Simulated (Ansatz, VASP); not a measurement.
## Two plane-wave programs on CuO

```
Cu O
1.0
     0.00000    2.32725    2.32725
     2.32725    0.00000    2.32725
     2.32725    2.32725    0.00000
Cu O
1 1
Cartesian
  0.0000 0.0000 0.0000
  1.1636 1.1636 1.1636
```

Alike in both runs: task single point; functional PBE; k mesh 7 × 7 × 7; occupations gaussian, width 0.05 eV; collinear spin.

|  | VASP | Ansatz |
| --- | --- | --- |
| version | VASP 6.6.1 | Ansatz 0.2.0 |
| potentials or method | VASP PAW PBE potentials, release 64 (Cu, O), cutoff 520 eV | scalar-relativistic, plane waves, PAW |
| valence electrons in the cell | 17 | 25 |

```csv
,VASP,Ansatz,Ansatz less VASP
gap on the k mesh at the Fermi level (eV),none,none,-
pressure (GPa),-8.7,-9.1,-0.46
net moment per atom (μB),0.32,0.32,+0.002
size of the moment on the site where the two differ most (μB),0.22,0.23,+0.010
```

Site moments also hang on the region over which each program counts them. A gap of «none» marks a metal or a gap that the smearing closes. VASP's potentials hold 17 valence electrons a cell and Ansatz's 25, so a difference there can come from the potentials and not from the codes. Ansatz's warnings: specified occupation not kept, symmetry narrowed by occupation matrices.
